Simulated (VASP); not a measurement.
# B (Fm-3m) in VASP: notebook

The runs below take B through single point, relaxation of cell and atoms, with PBE.

Program: VASP 6.6.1. These are calculated values, not measurements. Logs are shortened: lines on timing, memory, paths and dates and some standing lists are left out, and cuts for length are marked.

## 1. The cell of the first run

The structure is cubic, space group Fm-3m (No. 225). The conventional cell has a = 2.866 Å, b = 2.866 Å, c = 2.866 Å, α = 90.00°, β = 90.00°, γ = 90.00°. B (site symmetry m-3m) has 12 B at 2.03 Å within 2.7 Å.

This isn't the form of B at room conditions, which is rhombohedral.

## 2. Single point, PBE

Input file INCAR:

```
  PREC = Accurate
  ENCUT = 520
  EDIFF = 1E-6
  ISMEAR = 0
  SIGMA = 0.1
  LREAL = False
  LASPH = True
  NELM = 80
  ALGO = Normal
  ISIF = 2
  LWAVE = False
  LCHARG = True
  GGA = PE
  LELF = True
  LVHAR = True
  NBANDS = 22
```

Input file KPOINTS:

```
Automatic mesh
0
Gamma
  8 8 8
```

Input file POSCAR:

```
B
1.0
    0.0000000000      2.8663444100      2.8663444100
    2.8663444100      0.0000000000      2.8663444100
    2.8663444100      2.8663444100      0.0000000000
B
8
Direct
    0.0000000000      0.0000000000      0.0000000000
    1.0000000000      0.0000000000      0.5000000000
    1.0000000000      0.5000000000      0.0000000000
    1.0000000000      0.5000000000      0.5000000000
    0.5000000000      1.0000000000      0.0000000000
    0.5000000000      1.0000000000      0.5000000000
    0.5000000000      0.5000000000      0.0000000000
    0.5000000000      0.5000000000      0.5000000000
```

Potentials or basis: VASP PAW PBE potentials, release 64 (B).

Started as:

```console
$ cat potpaw_PBE.64/B/POTCAR > POTCAR
$ mpirun -np 1 vasp_std > vasp.out
```

OUTCAR:

```text
PREC = Accurate
   ENCUT = 520
   EDIFF = 1E-6
   ISMEAR = 0
   LREAL = False
   LASPH = True
   NELM = 80
   ISIF = 2
   GGA = PE

 ion  position               nearest neighbor table
   1  0.000  0.000  0.000-   2 2.03   3 2.03   5 2.03   2 2.03   4 2.03   6 2.03   3 2.03   4 2.03
                             7 2.03   5 2.03   6 2.03   7 2.03
   2  0.000  0.000  0.500-   1 2.03   4 2.03   6 2.03   1 2.03   3 2.03   5 2.03   3 2.03   4 2.03
                             8 2.03   5 2.03   6 2.03   8 2.03
   3  0.000  0.500  0.000-   1 2.03   4 2.03   7 2.03   2 2.03   4 2.03   8 2.03   1 2.03   2 2.03
                             5 2.03   5 2.03   7 2.03   8 2.03
   4  0.000  0.500  0.500-   2 2.03   3 2.03   8 2.03   1 2.03   3 2.03   7 2.03   1 2.03   2 2.03
                             6 2.03   6 2.03   7 2.03   8 2.03
   5  0.500  0.000  0.000-   1 2.03   6 2.03   7 2.03   2 2.03   6 2.03   8 2.03   3 2.03   7 2.03
                             8 2.03   1 2.03   2 2.03   3 2.03
   6  0.500  0.000  0.500-   2 2.03   5 2.03   8 2.03   1 2.03   5 2.03   7 2.03   4 2.03   7 2.03
                             8 2.03   1 2.03   2 2.03   4 2.03
   7  0.500  0.500  0.000-   3 2.03   5 2.03   8 2.03   4 2.03   6 2.03   8 2.03   1 2.03   5 2.03
                             6 2.03   1 2.03   3 2.03   4 2.03
   8  0.500  0.500  0.500-   4 2.03   6 2.03   7 2.03   3 2.03   5 2.03   7 2.03   2 2.03   5 2.03
                             6 2.03   2 2.03   3 2.03   4 2.03
[... 6 lines left out ...]
 A1 = (   0.0000000000,   2.8663444100,   2.8663444100)
 A2 = (   2.8663444100,   0.0000000000,   2.8663444100)
 A3 = (   2.8663444100,   2.8663444100,   0.0000000000)

Analysis of symmetry for initial positions (statically):
=====================================================================
 Subroutine PRICEL returns following result:

  LATTYP: Found a face centered cubic cell.
 ALAT       =     2.8663444100

  Lattice vectors:

 A1 = (   0.0000000000,   1.4331722050,   1.4331722050)
 A2 = (   1.4331722050,   0.0000000000,   1.4331722050)
 A3 = (   1.4331722050,   1.4331722050,   0.0000000000)

   8 primitive cells build up your supercell.

 Routine SETGRP: Setting up the symmetry group for a
 face centered cubic supercell.

 Subroutine GETGRP returns: Found 48 space group operations
 (whereof 48 operations were pure point group operations)
 out of a pool of 48 trial point group operations.

The static configuration has the point symmetry O_h .

Analysis of symmetry for dynamics (positions and initial velocities):
[... 125 lines left out ...]
   ISIF   =      2    stress and relaxation
   ISYM   =      2    0-nonsym 1-usesym 2-fastsym
   POTIM  = 0.5000    time-step for ionic-motion
   TEBEG  =    0.0;   TEEND  =   0.0 temperature during run
   PSTRESS=    0.0 pullay stress
   NELECT =      24.0000    total number of electrons
   NUPDOWN=      -1.0000    fix difference up-down
   EMIN   =  10.00;   EMAX   =-10.00  energy-range for DOS
   EFERMI =   0.00;   METHOD = LEGACY
   ISMEAR =     0;   SIGMA  =   0.10  broadening in eV -4-tet -1-fermi 0-gaus
   EFERMI_NEDOS =   21; number of points for ismear=-14 and -15
   IALGO  =     38    algorithm
   IMIX   =      4    mixing-type and parameters
     AMIX     =   0.40;   BMIX     =  1.00
     AMIX_MAG =   1.60;   BMIX_MAG =  1.00
  volume/ion in A,a.u.               =       5.89        39.73
  Fermi-wavevector in a.u.,A,eV,Ry     =   1.307596  2.470998 23.263336  1.709807
  Thomas-Fermi vector in A             =   2.438320
   LORBIT       =      0    0 simple, 1 ext, 2 COOP (PROOUT), +10 PAW based schemes
   GGA     = PE    functional components
   LHFCALC =     F    Hartree Fock is set to
   AEXX    =    0.0000 exact exchange contribution
   IVDW    =     0    specifies the selected vdW correction
   LEPSILON=     F    determine dielectric tensor
   LRPA    =     F    only Hartree local field effects (RPA)
 non-spin polarized calculation
 Gauss-broadening in eV      SIGMA  =   0.10
  energy-cutoff  :      520.00
  volume of cell :       47.10
 maximum number of plane-waves:      1287
   NGX = 15   NGY = 15   NGZ = 15

 number of electron      24.0000001 magnetization

 Free energy of the ion-electron system (eV)
  ---------------------------------------------------
  ext. energy  EPLUGINS =         0.00000000
  ---------------------------------------------------
  free energy    TOTEN  =       -42.79194359 eV

  energy without entropy =      -42.77933984  energy(sigma->0) =      -42.78564172

 E-fermi :  10.5682     XC(G=0): -13.0215

 val. band max:       10.5572892828   @ k =   0.5000   0.2500   0.0000
 cond. band min:      10.5865252639   @ k =  -0.2500   0.1250   0.0000
 fundamental gap:      0.0292359812
 Fermi energy:        10.5682193486

 k-point     1 :       0.0000    0.0000    0.0000
  band No.  band energies     occupation
      1      -8.6263      2.00000
      2       0.5549      2.00000
      3       0.5549      2.00000
      4       0.5549      2.00000
      5       0.5549      2.00000
      6       3.3534      2.00000
[... 589 lines left out ...]
     21      17.6980      0.00000
     22      17.6981      0.00000

 [... further k-points ...]

------------------------ aborting loop because EDIFF is reached ----------------------------------------

  FORCE on cell =-STRESS in cart. coord.  units (eV):
  Direction    XX          YY          ZZ          XY          YZ          ZX
  --------------------------------------------------------------------------------------
  -------------------------------------------------------------------------------------
  Total       -0.1478576     -0.1478576     -0.1478576      0.0000000      0.0000000     -0.0000000
  in kB       -5.0296654     -5.0296654     -5.0296654      0.0000000      0.0000000     -0.0000000
  external PRESSURE =      -5.0296654 kB  Pullay stress =       0.0000000 kB

 VOLUME and BASIS-vectors are now :
 -----------------------------------------------------------------------------
  energy-cutoff  :      520.00
  volume of cell :       47.10
      direct lattice vectors                 reciprocal lattice vectors
     0.000000000  2.866344410  2.866344410    -0.174438214  0.174438214  0.174438214
     2.866344410  0.000000000  2.866344410     0.174438214 -0.174438214  0.174438214
     2.866344410  2.866344410  0.000000000     0.174438214  0.174438214 -0.174438214

 POSITION                                       TOTAL-FORCE (eV/Angst)
 -----------------------------------------------------------------------------------
      0.00000      0.00000      0.00000        -0.000000      0.000000      0.000000
      1.43317      1.43317      0.00000         0.000000      0.000000      0.000000
      1.43317      0.00000      1.43317        -0.000000      0.000000     -0.000000
      2.86634      1.43317      1.43317        -0.000000     -0.000000     -0.000000
      0.00000      1.43317      1.43317         0.000000     -0.000000     -0.000000
      1.43317      2.86634      1.43317        -0.000000     -0.000000      0.000000
      1.43317      1.43317      2.86634         0.000000     -0.000000      0.000000
      2.86634      2.86634      2.86634         0.000000      0.000000     -0.000000
 -----------------------------------------------------------------------------------
    total drift:                                0.000000      0.000000      0.000000

  FREE ENERGIE OF THE ION-ELECTRON SYSTEM (eV)
  ---------------------------------------------------
  free  energy   TOTEN  =       -42.7919435881 eV

  energy  without entropy=      -42.7793398438  energy(sigma->0) =      -42.78564172
```

stdout:

```text
POSCAR found type information on POSCAR B
 POSCAR found :  1 types and       8 ions
 scaLAPACK will be used
 LDA part: xc-table for (Slater+PW92), standard interpolation
 POSCAR, INCAR and KPOINTS ok, starting setup
 FFT: planning ... GRIDC
 FFT: planning ... GRID_SOFT
 FFT: planning ... GRID
 WAVECAR not read
 entering main loop
```

It took 22 s on 1 thread of Intel Xeon Platinum 8488C (Sapphire Rapids), shared host; peak memory 0.16 GiB.

What came out:

| Property | Result |
| --- | --- |
| Free energy | -42.7919 eV |
| Pressure | -0.5 GPa |
| Band gap on the k mesh | zero (bands 12 and 13 overlap by 3.10 eV) |

Levels at points of the mesh, in eV from the Fermi level:
| k point | band 9 | band 10 | band 11 | band 12 | band 13 | band 14 | band 15 | band 16 |
| --- | --- | --- | --- | --- | --- | --- | --- | --- |
| (0.00, 0.00, 0.00) | -5.65 | -5.65 | -5.65 | -5.65 | -0.27 | -0.27 | -0.27 | 6.10 |
| (0.50, 0.00, 0.00) | -1.44 | -1.44 | -1.44 | -1.44 | -1.44 | -1.44 | 5.85 | 5.85 |
| (0.50, 0.50, 0.00) | -2.97 | -2.97 | 0.18 | 0.18 | 1.19 | 1.19 | 1.19 | 1.19 |

## 3. Single point, PBE

This run uses another cell than the first one: it holds 1 atom, not 8.

Input file INCAR:

```
PREC = Accurate
ENCUT = 520
EDIFF = 1E-7
ISMEAR = 0
SIGMA = 0.1
LREAL = F
LASPH = T
NELM = 100
ALGO = Normal
ISIF = 2
LWAVE = F
LCHARG = T
GGA = PE
LELF = T
LVHAR = T
NBANDS = 8
```

Input file KPOINTS:

```
regular mesh
0
Gamma
  32 32 32
```

Input file POSCAR:

```
B
1.0
    0.0000000000      1.4331722050      1.4331722050
    1.4331722050      0.0000000000      1.4331722050
    1.4331722050      1.4331722050      0.0000000000
B
1
Direct
    0.0000000000      0.0000000000      0.0000000000
```

Potentials or basis: VASP PAW PBE potentials, release 64 (B).

Started as:

```console
$ cat potpaw_PBE.64/B/POTCAR > POTCAR
$ mpirun -np 1 vasp_std > vasp.out
```

Run time: 18 s. Hardware: 1 thread of Intel Xeon Platinum 8488C (Sapphire Rapids), shared host; peak memory 0.13 GiB.

Results (log left out):

* Free energy: -5.3503 eV
* Pressure: 0.0 GPa
* Band gap on the k mesh: zero (an odd number of electrons rules out a gap without spin polarisation)

Levels at points of the mesh, in eV from the Fermi level:
| k point | band 1 | band 2 | band 3 | band 4 |
| --- | --- | --- | --- | --- |
| (0.00, 0.00, 0.00) | -19.20 | 15.99 | 15.99 | 15.99 |
| (0.50, 0.00, 0.00) | -10.02 | -5.66 | 13.04 | 13.04 |
| (0.50, 0.50, 0.00) | -7.22 | -0.27 | 6.09 | 6.09 |

Caveat: an odd number of electrons without spin polarisation forces a metal; a magnetic or distorted state may lie lower.

## 4. Relaxation of cell and atoms, PBE

This run uses another cell than the first one: it holds 1 atom, not 8.

Input file INCAR:

```
ALGO     = Normal         # electronic algorithm
EDIFF    = 1E-7           # SCF threshold, eV
EDIFFG   = -0.01          # ionic threshold
ENCUT    = 600            # plane-wave cutoff, eV
GGA      = PE             # functional
IBRION   = 2              # ionic algorithm
ISIF     = 3              # what is computed and relaxed
ISMEAR   = 0              # smearing method
LASPH    = True           # aspherical terms in the spheres
LCHARG   = False          # write CHGCAR
LREAL    = False          # projectors in reciprocal space
LWAVE    = False          # write WAVECAR
NELM     = 100            # most SCF steps
NSW      = 100            # ionic steps
PREC     = Accurate       # precision mode
SIGMA    = 0.1            # smearing width, eV
```

Input file KPOINTS:

```
k-points
0
Gamma
  32 32 32
```

Input file POSCAR:

```
B
1.0
    0.0000000000      1.4328150682      1.4328150682
    1.4328150682      0.0000000000      1.4328150682
    1.4328150682      1.4328150682      0.0000000000
B
1
Direct
    0.0000000000      0.0000000000      0.0000000000
```

Started as:

```console
$ cat potpaw_PBE.64/B/POTCAR > POTCAR
$ mpirun -np 1 vasp_std > vasp.out
```

Wall time 12 s (1 thread of Intel Xeon Platinum 8488C (Sapphire Rapids), shared host); peak memory 0.13 GiB.

It converged, with:

| Property | Result |
| --- | --- |
| Free energy | -5.3515 eV |
| Pressure after relaxing | 0.2 GPa |
| Band gap on the k mesh | zero (an odd number of electrons rules out a gap without spin polarisation) |

Final structure:
```
CELL_PARAMETERS angstrom
0.00000 1.43282 1.43282
1.43282 0.00000 1.43282
1.43282 1.43282 0.00000
ATOMIC_POSITIONS crystal
B 0.00000 0.00000 0.00000
```

Levels at points of the mesh, in eV from the Fermi level:
```csv
k point,band 1,band 2,band 3,band 4,band 5
"(0.00, 0.00, 0.00)",-19.21,16.00,16.00,16.00,32.49
"(0.50, 0.00, 0.00)",-10.03,-5.66,13.04,13.04,29.26
"(0.50, 0.50, 0.00)",-7.23,-0.27,6.10,6.10,16.01
```

Caveat: an odd number of electrons without spin polarisation forces a metal; a magnetic or distorted state may lie lower.

## 5. Summary

| task | cell | k mesh | cutoff (eV) | gap on the mesh (eV) | pressure (GPa) |
| --- | --- | --- | --- | --- | --- |
| single point | a = 4.054 Å, angles 60.0°, 8 atoms, atomic positions A | 8 × 8 × 8 | 520 | none | -0.5 |
| single point | a = 2.027 Å, angles 60.0°, 1 atom, atomic positions B | 32 × 32 × 32 | 520 | none | 0.0 |
| relaxation of cell and atoms | relaxed from a = 2.026 Å, angles 60.0°, 1 atom, atomic positions B | 32 × 32 × 32 | 600 | none | 0.2 |

Alike in all rows: level PBE; potentials or basis VASP PAW PBE potentials, release 64 (B); no spin polarisation; smearing gaussian 0.1 eV.

Caveats: an odd number of electrons without spin polarisation forces a metal (at least some runs); a magnetic or distorted state may lie lower (at least some runs).

Absolute energies hang on the potentials; compare differences alone.

The gap in the log of VASP goes by the Fermi energy; the results here count the filled bands.